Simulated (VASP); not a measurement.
# AlCu3 (Pmmn) in VASP: a series of runs, part 2 of 2

VASP 6.6.1. Earlier steps stand in the parts before.

## (3) Relaxation of cell and atoms, PBEsol, target pressure -3 GPa, at which the enthalpy is minimised

This run uses another cell than the first one, of 12.29 Å³/atom.

Contents of INCAR:

```
SYSTEM = AlCu3
ALGO     = Fast           ! electronic algorithm
EDIFF    = 1E-6           ! SCF threshold, eV
EDIFFG   = -0.008         ! ionic threshold
ENCUT    = 600            ! plane-wave cutoff, eV
GGA      = PS             ! functional
IBRION   = 2              ! ionic algorithm
ISIF     = 3              ! what is computed and relaxed
ISMEAR   = 0              ! smearing method
LASPH    = .True.         ! aspherical terms in the spheres
LCHARG   = .False.        ! write CHGCAR
LREAL    = .False.        ! projectors in reciprocal space
LWAVE    = .False.        ! write WAVECAR
NELM     = 60             ! most SCF steps
NSW      = 70             ! ionic steps
PREC     = Accurate       ! precision mode
PSTRESS  = -30.0        
SIGMA    = 0.1            ! smearing width, eV
```

Contents of KPOINTS:

```
k-points
0
Gamma
  8 8 8
  0 0 0
```

Contents of POSCAR:

```
AlCu3
1.0
    4.2153046574      0.0000000000      0.0000000000
    0.0000000000      5.1669393499      0.0000000000
    0.0000000000      0.0000000000      4.5152059110
Al Cu
2 6
Direct
    0.0000000000      0.0000000000      0.6642284183
    0.5000000000      0.5000000000      0.3357715817
    0.0000000000      0.5000000000      0.6680840798
    0.5000000000      0.0000000000      0.3319159202
    0.0000000000      0.2510188889      0.1639074258
    0.0000000000      0.7489811111      0.1639074258
    0.5000000000      0.2489811111      0.8360925742
    0.5000000000      0.7510188889      0.8360925742
```

Potentials or basis: VASP PAW PBE potentials, release 64 (Al, Cu).

On the command line:

```bash
> cat potpaw_PBE.64/Al/POTCAR potpaw_PBE.64/Cu/POTCAR > POTCAR
> mpirun -np 1 vasp_std > vasp.out
```

OUTCAR:

```text
SYSTEM = AlCu3
   EDIFF = 1E-6
   EDIFFG = -0.008
   ENCUT = 600
   GGA = PS
   IBRION = 2
   ISIF = 3
   ISMEAR = 0
   LASPH = .True.
   LREAL = .False.
   NELM = 60
   NSW = 70
   PREC = Accurate
   PSTRESS = -30.0

 ion  position               nearest neighbor table
   1  0.000  0.000  0.664-   3 2.58   3 2.58   4 2.59   4 2.59   7 2.59   8 2.59   7 2.59   8 2.59
                             5 2.60   6 2.60   5 2.60   6 2.60
[... 1391 lines left out ...]
  in kB      -30.4596750    -30.0173765    -30.2943643      0.0000000      0.0000000      0.0000000
  external PRESSURE =      -0.2571386 kB  Pullay stress =     -30.0000000 kB

 VOLUME and BASIS-vectors are now :
 -----------------------------------------------------------------------------
  energy-cutoff  :      600.00
  volume of cell :       98.11
      direct lattice vectors                 reciprocal lattice vectors
     4.210670714  0.000000000  0.000000000     0.237491855  0.000000000  0.000000000
     0.000000000  5.164039695  0.000000000     0.000000000  0.193646846  0.000000000
     0.000000000  0.000000000  4.511858513     0.000000000  0.000000000  0.221638156

 POSITION                                       TOTAL-FORCE (eV/Angst)
 -----------------------------------------------------------------------------------
      4.21067      0.00000      2.99739         0.000000      0.000000      0.005770
      2.10534      2.58202      1.51447         0.000000      0.000000     -0.005770
      4.21067      2.58202      3.01456         0.000000      0.000000     -0.000639
      2.10534      0.00000      1.49729         0.000000      0.000000      0.000639
      4.21067      1.29627      0.73937         0.000000     -0.000188      0.002132
      4.21067      3.86777      0.73937         0.000000      0.000188      0.002132
      2.10534      1.28575      3.77249         0.000000      0.000188     -0.002132
      2.10534      3.87829      3.77249         0.000000     -0.000188     -0.002132
 -----------------------------------------------------------------------------------
    total drift:                                0.000000     -0.000000     -0.000000

  FREE ENERGIE OF THE ION-ELECTRON SYSTEM (eV)
  ---------------------------------------------------
  free  energy   TOTEN  =       -35.6353777904 eV

  energy  without entropy=      -35.6234137679  energy(sigma->0) =      -35.62939578

  enthalpy is  TOTEN    =       -37.4723686535 eV   P V=       -1.8369908630

 reached required accuracy - stopping structural energy minimisation
```

OSZICAR:

```text
N       E                     dE             d eps       ncg     rms          rms(c)
DAV:   1     0.639362893794E+03    0.63936E+03   -0.33960E+04 10750   0.297E+03
[... 19 lines left out ...]
DAV:   1    -0.356441456113E+02   -0.13618E-01   -0.13667E-01 12149   0.608E+00    0.776E-01
RMM:   2    -0.356387000366E+02    0.54456E-02   -0.82032E-02 10857   0.365E+00    0.365E-01
RMM:   3    -0.356355552885E+02    0.31447E-02   -0.15989E-02 10852   0.183E+00    0.135E-01
RMM:   4    -0.356353840864E+02    0.17120E-03   -0.14792E-03 12589   0.229E-01    0.425E-02
RMM:   5    -0.356353822246E+02    0.18618E-05   -0.25605E-04 11373   0.146E-01    0.243E-02
RMM:   6    -0.356353783492E+02    0.38754E-05   -0.91411E-05 11945   0.753E-02    0.911E-03
RMM:   7    -0.356353776502E+02    0.69896E-06   -0.25862E-05 11201   0.425E-02    0.659E-03
RMM:   8    -0.356353777904E+02   -0.14019E-06   -0.83775E-06 10060   0.368E-02
   2 F= -.37472369E+02 E0= -.37466387E+02  d E =-.429898E-03
```

CONTCAR:

```text
AlCu3
   1.00000000000000
     4.2106707140163673    0.0000000000000000    0.0000000000000000
     0.0000000000000000    5.1640396945580802    0.0000000000000000
     0.0000000000000000    0.0000000000000000    4.5118585134070894
  Al              Cu
     2     6
Direct
     1.0000000000000000    0.0000000000000000    0.6643358511605647
     0.5000000000000000    0.5000000000000000    0.3356641488394353
     1.0000000000000000    0.5000000000000000    0.6681424223921715
     0.5000000000000000    0.0000000000000000    0.3318575776078285
     1.0000000000000000    0.2510186711149002    0.1638728612508013
     1.0000000000000000    0.7489813288850998    0.1638728612508013
     0.5000000000000000    0.2489813288850998    0.8361271387491986
     0.5000000000000000    0.7510186711149002    0.8361271387491986

  0.00000000E+00  0.00000000E+00  0.00000000E+00
  0.00000000E+00  0.00000000E+00  0.00000000E+00
  0.00000000E+00  0.00000000E+00  0.00000000E+00
  0.00000000E+00  0.00000000E+00  0.00000000E+00
  0.00000000E+00  0.00000000E+00  0.00000000E+00
  0.00000000E+00  0.00000000E+00  0.00000000E+00
  0.00000000E+00  0.00000000E+00  0.00000000E+00
  0.00000000E+00  0.00000000E+00  0.00000000E+00
```

Wall time 38 min (1 thread of Oxide Virtual Turin-like, shared host); peak memory 0.54 GiB.

Results:

* Free energy: -35.6354 eV
* Relaxed volume: 12.26 Å³/atom
* Relaxed cell: a = 4.211 Å, b = 5.164 Å, c = 4.512 Å, α = 90.00°, β = 90.00°, γ = 90.00°
* Space group after relaxing (to 0.1 Å): Pmmn (No. 59)
* Energy change on relaxing (the run minimises the enthalpy): -0.6 meV/atom
* Ionic steps: 2
* Pressure after relaxing: -3.0 GPa
* Largest force after relaxing: 0.006 eV/Å
* Band gap on the k mesh: zero (bands 36 and 37 overlap by 4.07 eV)

Forces in eV/Å, atoms in the order of the input:
```
Al   0.000  0.000  0.006
Al   0.000  0.000 -0.006
Cu   0.000  0.000 -0.001
Cu   0.000  0.000  0.001
Cu   0.000  0.000  0.002
Cu   0.000  0.000  0.002
Cu   0.000  0.000 -0.002
Cu   0.000  0.000 -0.002
```

The path:
| step | energy change (eV) | largest force (eV/Å) | pressure (GPa) | volume (Å³) |
| --- | --- | --- | --- | --- |
| 1 | 0.0000 | 0.0101 | -3.22 | 98.34 |
| 2 | -0.0048 | 0.0058 | -3.03 | 98.11 |

Final structure:
```
CELL_PARAMETERS angstrom
4.21067 0.00000 0.00000
0.00000 5.16404 0.00000
0.00000 0.00000 4.51186
ATOMIC_POSITIONS crystal
Al 0.00000 0.00000 0.66434
Al 0.50000 0.50000 0.33566
Cu 0.00000 0.50000 0.66814
Cu 0.50000 0.00000 0.33186
Cu 0.00000 0.25102 0.16387
Cu 0.00000 0.74898 0.16387
Cu 0.50000 0.24898 0.83613
Cu 0.50000 0.75102 0.83613
```

Levels at points of the mesh, in eV from the Fermi level:
| k point | band 33 | band 34 | band 35 | band 36 | band 37 | band 38 | band 39 | band 40 |
| --- | --- | --- | --- | --- | --- | --- | --- | --- |
| (0.00, 0.00, 0.00) | -2.18 | -1.62 | -1.24 | -0.34 | 1.60 | 3.20 | 3.62 | 3.96 |
| (0.50, 0.00, 0.00) | -1.19 | -1.19 | -0.83 | -0.83 | -0.60 | -0.60 | 2.48 | 2.48 |
| (0.00, 0.50, 0.00) | -0.24 | -0.24 | 0.31 | 0.31 | 0.71 | 0.71 | 2.11 | 2.11 |
| (0.50, 0.50, 0.00) | -2.29 | -2.29 | 0.95 | 0.95 | 1.06 | 1.06 | 3.03 | 3.03 |
| (0.00, 0.00, 0.50) | -1.56 | -1.32 | -0.51 | -0.01 | 0.65 | 1.02 | 1.78 | 2.82 |
| (0.50, 0.00, 0.50) | -2.23 | -2.23 | -1.23 | -1.23 | -0.90 | -0.90 | 2.55 | 2.55 |
| (0.00, 0.50, 0.50) | -2.24 | -2.24 | 2.19 | 2.19 | 2.43 | 2.43 | 2.54 | 2.54 |
| (0.50, 0.50, 0.50) | -2.25 | -2.25 | -1.97 | -1.97 | -1.88 | -1.88 | 6.67 | 6.67 |

Caveat: the cell is relaxed towards a set pressure, so the run minimises the enthalpy, not the energy; the PAW data sets were made with another functional, which shifts forces and pressure a little.
